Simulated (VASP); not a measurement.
# Y (Fm-3m) in VASP: notebook, part 2 of 3

VASP 6.6.1. The steps go on from the part before.

### Step 3. Electric field gradients, r2SCAN (volume scaled by 0.9405)

POSCAR reads:

```
Y
1.0
    0.0000000000      2.5003381583      2.5003381583
    2.5003381583      0.0000000000      2.5003381583
    2.5003381583      2.5003381583      0.0000000000
Y
1
Direct
    0.0000000000      0.0000000000      0.0000000000
```

INCAR.step1 reads:

```
SYSTEM = Y
PREC = Accurate ; ENCUT = 520
ISMEAR = -1 ; SIGMA = 0.03
LREAL = .FALSE. ; LASPH = .TRUE.
NELM = 80 ; NBANDS = 12
GGA = PE ; ALGO = Normal
EDIFF = 1E-4 ; LWAVE = .TRUE.
LCHARG = .FALSE.
```

INCAR.step2 reads:

```
SYSTEM = Y
PREC = Accurate ; ENCUT = 520
EDIFF = 1E-8 ; ISMEAR = -1
SIGMA = 0.03 ; LREAL = .FALSE.
LASPH = .TRUE. ; NELM = 80
ALGO = Normal ; ISIF = 2
LWAVE = .FALSE. ; LCHARG = .FALSE.
METAGGA = R2SCAN ; LMIXTAU = .TRUE.
LEFG = .TRUE. ; NBANDS = 12
ISTART = 1
```

KPOINTS reads:

```
regular mesh
0
G
  12 12 12
  0 0 0
```

Potentials or basis: VASP PAW PBE potentials, release 64 (Y_sv).

Started as:

```console
cat potpaw_PBE.64/Y_sv/POTCAR > POTCAR
cp INCAR.step1 INCAR
mpirun -np 1 vasp_std > vasp.out
cp INCAR.step2 INCAR
mpirun -np 1 vasp_std > vasp.out
```

OUTCAR:

```text
SYSTEM = Y
   PREC = Accurate
   ENCUT = 520
   EDIFF = 1E-8
   ISMEAR = -1
   LREAL = .FALSE.
   LASPH = .TRUE.
   NELM = 80
   ISIF = 2
   METAGGA = R2SCAN
   ISTART = 1

 ion  position               nearest neighbor table
   1  0.000  0.000  0.000-

  LATTYP: Found a face centered cubic cell.
 ALAT       =     5.0006763166

  Lattice vectors:

 A1 = (   0.0000000000,   2.5003381583,   2.5003381583)
 A2 = (   2.5003381583,   0.0000000000,   2.5003381583)
 A3 = (   2.5003381583,   2.5003381583,   0.0000000000)

Analysis of symmetry for initial positions (statically):
=====================================================================
 Subroutine PRICEL returns:
 Original cell was already a primitive cell.

 Routine SETGRP: Setting up the symmetry group for a
 face centered cubic supercell.

 Subroutine GETGRP returns: Found 48 space group operations
 (whereof 48 operations were pure point group operations)
 out of a pool of 48 trial point group operations.

The static configuration has the point symmetry O_h .

Analysis of symmetry for dynamics (positions and initial velocities):
=====================================================================
 Subroutine PRICEL returns:
 Original cell was already a primitive cell.

 Routine SETGRP: Setting up the symmetry group for a
 face centered cubic supercell.

 Subroutine GETGRP returns: Found 48 space group operations
 (whereof 48 operations were pure point group operations)
 out of a pool of 48 trial point group operations.

The dynamic configuration has the point symmetry O_h .

 Subroutine INISYM returns: Found 48 space group operations
 (whereof 48 operations are pure point group operations),
 and found     1 'primitive' translations
[... 153 lines left out ...]
      4     -19.7319      2.00000
      5      -1.7120      2.00000
      6       5.4371      0.00000
      7       5.4371      0.00000
      8       5.4371      0.00000
      9       7.6813      0.00000
     10       7.6813      0.00000
     11      12.7629      0.00000
     12      16.4394      0.00000
[... 331 lines left out ...]
 k-point    24 :      -0.4167    0.1667    0.0000
  band No.  band energies     occupation
      1     -40.6366      2.00000
      2     -20.3500      2.00000
      3     -19.9440      2.00000
      4     -19.8431      2.00000
      5       1.8981      2.00000
      6       3.4051      0.21741
      7       4.5971      0.00000
      8       5.7891      0.00000
      9       8.7811      0.00000
     10       9.8400      0.00000
     11      11.7068      0.00000
     12      14.2180      0.00000

 [... further k-points ...]
[... 5 lines left out ...]
  --------------------------------------------------------------------------------------
  -------------------------------------------------------------------------------------
  Total        0.4868790      0.4868790      0.4868790      0.0000000      0.0000000     -0.0000000
  in kB       24.9520016     24.9520016     24.9520016      0.0000000      0.0000000     -0.0000000
  external PRESSURE =      24.9520016 kB  Pullay stress =       0.0000000 kB

 VOLUME and BASIS-vectors are now :
 -----------------------------------------------------------------------------
  energy-cutoff  :      520.00
  volume of cell :       31.26
      direct lattice vectors                 reciprocal lattice vectors
     0.000000000  2.500338158  2.500338158    -0.199972951  0.199972951  0.199972951
     2.500338158  0.000000000  2.500338158     0.199972951 -0.199972951  0.199972951
     2.500338158  2.500338158  0.000000000     0.199972951  0.199972951 -0.199972951

 POSITION                                       TOTAL-FORCE (eV/Angst)
 -----------------------------------------------------------------------------------
      0.00000      0.00000      0.00000         0.000000      0.000000      0.000000
 -----------------------------------------------------------------------------------
    total drift:                               -0.000000     -0.000000     -0.000000

  FREE ENERGIE OF THE ION-ELECTRON SYSTEM (eV)
  ---------------------------------------------------
  free  energy   TOTEN  =       -20.2083613544 eV

  energy  without entropy=      -20.2035272686  energy(sigma->0) =      -20.20594431

 Electric field gradients (V/A^2)
---------------------------------------------------------------------
 ion       V_xx      V_yy      V_zz      V_xy      V_xz      V_yz
---------------------------------------------------------------------
   1       0.000    -0.000    -0.000     0.000     0.000     0.000
---------------------------------------------------------------------

 Electric field gradients after diagonalization (V/A^2)
 (convention: |V_zz| > |V_xx| > |V_yy|)
----------------------------------------------------------------------
 ion       V_xx      V_yy      V_zz     asymmetry (V_yy - V_xx)/ V_zz
----------------------------------------------------------------------
   1      -0.000    -0.000     0.000       0.000
----------------------------------------------------------------------

           NMR quadrupolar parameters

 Cq : quadrupolar parameter    Cq=e*Q*V_zz/h
 eta: asymmetry parameters     (V_yy - V_xx)/ V_zz
 Q  : nuclear electric quadrupole moment in mb (millibarn)
----------------------------------------------------------------------
 ion       Cq(MHz)       eta       Q (mb)
----------------------------------------------------------------------
   1       0.000       0.000       1.000
----------------------------------------------------------------------
```

OSZICAR.step1:

```text
N       E                     dE             d eps       ncg     rms          rms(c)
DAV:   1     0.243807478077E+02    0.24381E+02   -0.55174E+03  1736   0.835E+02
DAV:   2    -0.529854379982E+01   -0.29679E+02   -0.28879E+02  2072   0.165E+02
DAV:   3    -0.654186171069E+01   -0.12433E+01   -0.12210E+01  2484   0.216E+01
DAV:   4    -0.657220303127E+01   -0.30341E-01   -0.30333E-01  1948   0.320E+00
DAV:   5    -0.657278673710E+01   -0.58371E-03   -0.58369E-03  2228   0.339E-01    0.225E+01
DAV:   6    -0.642785508369E+01    0.14493E+00   -0.18561E-01  1864   0.289E+00    0.138E+01
DAV:   7    -0.640740284328E+01    0.20452E-01   -0.27403E-01  2036   0.352E+00    0.127E+00
DAV:   8    -0.640384430000E+01    0.35585E-02   -0.35280E-02  2032   0.145E+00    0.296E-01
DAV:   9    -0.640372044927E+01    0.12385E-03   -0.65351E-04  2060   0.206E-01    0.971E-02
DAV:  10    -0.640368220635E+01    0.38243E-04   -0.16718E-04  1840   0.110E-01
   1 F= -.64036822E+01 E0= -.64010805E+01  d E =-.520345E-02
```

Run time: 78 s. Hardware: 1 thread of Intel Xeon 6975P-C (Granite Rapids), shared host; peak memory 0.2 GiB.

What came out:

```
Free energy : -20.2084 eV
Pressure    : 2.5 GPa
```

Caveat: without QUAD_EFG the Cq values of the log hold for a quadrupole moment of 1 mb, not for the nuclei; the PAW data sets were made with another functional, which shifts forces and pressure a little.

### Step 4. Electric field gradients, r2SCAN (volume scaled by 0.98)

POSCAR reads:

```
Y
1.0
    0.0000000000      2.5348630883      2.5348630883
    2.5348630883      0.0000000000      2.5348630883
    2.5348630883      2.5348630883      0.0000000000
Y
1
Direct
    0.0000000000      0.0000000000      0.0000000000
```

INCAR.step1 reads:

```
PREC = Accurate ; ENCUT = 520
ISMEAR = -1 ; SIGMA = 0.03
LREAL = F ; LASPH = T
NELM = 60 ; NBANDS = 12
GGA = PE ; ALGO = Normal
EDIFF = 1E-4 ; LWAVE = T
LCHARG = F
```

INCAR.step2 reads:

```
PREC = Accurate ; ENCUT = 520
EDIFF = 1E-8 ; ISMEAR = -1
SIGMA = 0.03 ; LREAL = F
LASPH = T ; NELM = 60
ALGO = Normal ; ISIF = 2
LWAVE = F ; LCHARG = F
METAGGA = R2SCAN ; LMIXTAU = T
LEFG = T ; NBANDS = 12
ISTART = 1
```

KPOINTS reads:

```
Automatic mesh
0
Gamma
  12 12 12
```

Potentials or basis: VASP PAW PBE potentials, release 64 (Y_sv).

Started as:

```console
cat potpaw_PBE.64/Y_sv/POTCAR > POTCAR
cp INCAR.step1 INCAR
mpirun -np 1 vasp_std > vasp.out
cp INCAR.step2 INCAR
mpirun -np 1 vasp_std > vasp.out
```

OUTCAR:

```text
PREC = Accurate
   ENCUT = 520
   EDIFF = 1E-8
   ISMEAR = -1
   LREAL = F
   LASPH = T
   NELM = 60
   ISIF = 2
   METAGGA = R2SCAN
   ISTART = 1

 ion  position               nearest neighbor table
   1  0.000  0.000  0.000-

  LATTYP: Found a face centered cubic cell.
 ALAT       =     5.0697261766

  Lattice vectors:

 A1 = (   0.0000000000,   2.5348630883,   2.5348630883)
 A2 = (   2.5348630883,   0.0000000000,   2.5348630883)
 A3 = (   2.5348630883,   2.5348630883,   0.0000000000)

Analysis of symmetry for initial positions (statically):
=====================================================================
 Subroutine PRICEL returns:
 Original cell was already a primitive cell.

 Routine SETGRP: Setting up the symmetry group for a
 face centered cubic supercell.

 Subroutine GETGRP returns: Found 48 space group operations
 (whereof 48 operations were pure point group operations)
 out of a pool of 48 trial point group operations.

The static configuration has the point symmetry O_h .

Analysis of symmetry for dynamics (positions and initial velocities):
=====================================================================
 Subroutine PRICEL returns:
 Original cell was already a primitive cell.

 Routine SETGRP: Setting up the symmetry group for a
 face centered cubic supercell.

 Subroutine GETGRP returns: Found 48 space group operations
 (whereof 48 operations were pure point group operations)
 out of a pool of 48 trial point group operations.

The dynamic configuration has the point symmetry O_h .

[... 150 lines left out ...]
 k-point     1 :       0.0000    0.0000    0.0000
  band No.  band energies     occupation
      1     -41.0432      2.00000
      2     -20.0766      2.00000
      3     -20.0766      2.00000
      4     -20.0766      2.00000
      5      -1.8645      2.00000
      6       5.1845      0.00000
      7       5.1845      0.00000
      8       5.1845      0.00000
      9       7.3230      0.00000
     10       7.3230      0.00000
     11      12.4495      0.00000
     12      15.9859      0.00000
[... 331 lines left out ...]
 k-point    24 :      -0.4167    0.1667    0.0000
  band No.  band energies     occupation
      1     -40.9652      2.00000
      2     -20.6162      2.00000
      3     -20.2621      2.00000
      4     -20.1744      2.00000
      5       1.7129      2.00000
      6       3.1493      0.79625
      7       4.3598      0.00000
      8       5.5252      0.00000
      9       8.3720      0.00000
     10       9.3661      0.00000
     11      11.1173      0.00000
     12      13.7877      0.00000

 [... further k-points ...]
[... 5 lines left out ...]
  --------------------------------------------------------------------------------------
  -------------------------------------------------------------------------------------
  Total        0.1630213      0.1630213      0.1630213      0.0000000      0.0000000      0.0000000
  in kB        8.0179163      8.0179163      8.0179163      0.0000000      0.0000000      0.0000000
  external PRESSURE =       8.0179163 kB  Pullay stress =       0.0000000 kB

 VOLUME and BASIS-vectors are now :
 -----------------------------------------------------------------------------
  energy-cutoff  :      520.00
  volume of cell :       32.58
      direct lattice vectors                 reciprocal lattice vectors
     0.000000000  2.534863088  2.534863088    -0.197249312  0.197249312  0.197249312
     2.534863088  0.000000000  2.534863088     0.197249312 -0.197249312  0.197249312
     2.534863088  2.534863088  0.000000000     0.197249312  0.197249312 -0.197249312

 POSITION                                       TOTAL-FORCE (eV/Angst)
 -----------------------------------------------------------------------------------
      0.00000      0.00000      0.00000        -0.000000     -0.000000     -0.000000
 -----------------------------------------------------------------------------------
    total drift:                               -0.000000     -0.000000     -0.000000

  FREE ENERGIE OF THE ION-ELECTRON SYSTEM (eV)
  ---------------------------------------------------
  free  energy   TOTEN  =       -20.2217987664 eV

  energy  without entropy=      -20.2165420636  energy(sigma->0) =      -20.21917041

 Electric field gradients (V/A^2)
---------------------------------------------------------------------
 ion       V_xx      V_yy      V_zz      V_xy      V_xz      V_yz
---------------------------------------------------------------------
   1       0.000     0.000    -0.000    -0.000    -0.000    -0.000
---------------------------------------------------------------------

 Electric field gradients after diagonalization (V/A^2)
 (convention: |V_zz| > |V_xx| > |V_yy|)
----------------------------------------------------------------------
 ion       V_xx      V_yy      V_zz     asymmetry (V_yy - V_xx)/ V_zz
----------------------------------------------------------------------
   1       0.000     0.000    -0.000       0.000
----------------------------------------------------------------------

           NMR quadrupolar parameters

 Cq : quadrupolar parameter    Cq=e*Q*V_zz/h
 eta: asymmetry parameters     (V_yy - V_xx)/ V_zz
 Q  : nuclear electric quadrupole moment in mb (millibarn)
----------------------------------------------------------------------
 ion       Cq(MHz)       eta       Q (mb)
----------------------------------------------------------------------
   1      -0.000       0.000       1.000
----------------------------------------------------------------------
```

It took 77 s on 1 thread of Intel Xeon 6975P-C (Granite Rapids), shared host; peak memory 0.2 GiB.

What came out:

* Free energy: -20.2218 eV
* Pressure: 0.8 GPa

Levels at points of the mesh, in eV from the Fermi level:
```csv
k point,band 2,band 3,band 4,band 5,band 6,band 7,band 8,band 9
"(0.00, 0.00, 0.00)",-23.21,-23.21,-23.21,-5.00,2.05,2.05,2.05,4.19
"(0.50, 0.00, 0.00)",-23.81,-23.29,-23.29,-2.00,0.44,1.86,1.86,5.64
"(0.50, 0.50, 0.00)",-23.77,-23.42,-23.42,-1.80,-0.84,2.02,5.68,6.05
```

Caveat: without QUAD_EFG the Cq values of the log hold for a quadrupole moment of 1 mb, not for the nuclei; the PAW data sets were made with another functional, which shifts forces and pressure a little.

### Step 5. Electric field gradients, r2SCAN (volume scaled by 1.02)

POSCAR reads:

```
Y
1.0
    0.0000000000      2.5688921568      2.5688921568
    2.5688921568      0.0000000000      2.5688921568
    2.5688921568      2.5688921568      0.0000000000
Y
1
Direct
    0.0000000000      0.0000000000      0.0000000000
```

INCAR.step1 reads:

```
PREC = Accurate
ENCUT = 520
ISMEAR = -1
SIGMA = 0.03
LREAL = F
LASPH = T
NELM = 100
NBANDS = 12
GGA = PE
ALGO = Normal
EDIFF = 1E-4
LWAVE = T
LCHARG = F
```

INCAR.step2 reads:

```
PREC = Accurate
ENCUT = 520
EDIFF = 1E-8
ISMEAR = -1
SIGMA = 0.03
LREAL = F
LASPH = T
NELM = 100
ALGO = Normal
ISIF = 2
LWAVE = F
LCHARG = F
METAGGA = R2SCAN
LMIXTAU = T
LEFG = T
NBANDS = 12
ISTART = 1
```

KPOINTS reads:

```
regular mesh
0
Gamma
  12 12 12
```

Potentials or basis: VASP PAW PBE potentials, release 64 (Y_sv).

Started as:

```console
cat potpaw_PBE.64/Y_sv/POTCAR > POTCAR
cp INCAR.step1 INCAR
mpirun -np 1 vasp_std > vasp.out
cp INCAR.step2 INCAR
mpirun -np 1 vasp_std > vasp.out
```

OUTCAR:

```text
PREC = Accurate
   ENCUT = 520
   EDIFF = 1E-8
   ISMEAR = -1
   LREAL = F
   LASPH = T
   NELM = 100
   ISIF = 2
   METAGGA = R2SCAN
   ISTART = 1

 ion  position               nearest neighbor table
   1  0.000  0.000  0.000-

  LATTYP: Found a face centered cubic cell.
 ALAT       =     5.1377843136

  Lattice vectors:

[... 565 lines left out ...]
      0.00000      0.00000      0.00000        -0.000000      0.000000     -0.000000
 -----------------------------------------------------------------------------------
    total drift:                               -0.000000     -0.000000     -0.000000

  FREE ENERGIE OF THE ION-ELECTRON SYSTEM (eV)
  ---------------------------------------------------
  free  energy   TOTEN  =       -20.2224436553 eV

  energy  without entropy=      -20.2171313163  energy(sigma->0) =      -20.21978749

 Electric field gradients (V/A^2)
---------------------------------------------------------------------
 ion       V_xx      V_yy      V_zz      V_xy      V_xz      V_yz
---------------------------------------------------------------------
   1      -0.000     0.000    -0.000    -0.000    -0.000    -0.000
---------------------------------------------------------------------

 Electric field gradients after diagonalization (V/A^2)
 (convention: |V_zz| > |V_xx| > |V_yy|)
----------------------------------------------------------------------
 ion       V_xx      V_yy      V_zz     asymmetry (V_yy - V_xx)/ V_zz
----------------------------------------------------------------------
   1       0.000     0.000    -0.000       0.000
----------------------------------------------------------------------

           NMR quadrupolar parameters

 Cq : quadrupolar parameter    Cq=e*Q*V_zz/h
 eta: asymmetry parameters     (V_yy - V_xx)/ V_zz
 Q  : nuclear electric quadrupole moment in mb (millibarn)
----------------------------------------------------------------------
 ion       Cq(MHz)       eta       Q (mb)
----------------------------------------------------------------------
   1      -0.000       0.000       1.000
----------------------------------------------------------------------
```

It took 78 s on 1 thread of Intel Xeon 6975P-C (Granite Rapids), shared host; peak memory 0.19 GiB.

Results:

- Free energy: -20.2224 eV
- Pressure: -0.6 GPa

Levels at points of the mesh, in eV from the Fermi level:
| k point | band 3 | band 4 | band 5 | band 6 | band 7 | band 8 |
| --- | --- | --- | --- | --- | --- | --- |
| (0.00, 0.00, 0.00) | -23.35 | -23.35 | -4.94 | 2.00 | 2.00 | 2.00 |
| (0.50, 0.00, 0.00) | -23.41 | -23.41 | -1.95 | 0.33 | 1.83 | 1.83 |
| (0.50, 0.50, 0.00) | -23.53 | -23.53 | -1.71 | -0.76 | 1.85 | 5.46 |

Caveat: without QUAD_EFG the Cq values of the log hold for a quadrupole moment of 1 mb, not for the nuclei; the PAW data sets were made with another functional, which shifts forces and pressure a little.

[end of part 2 of 3]
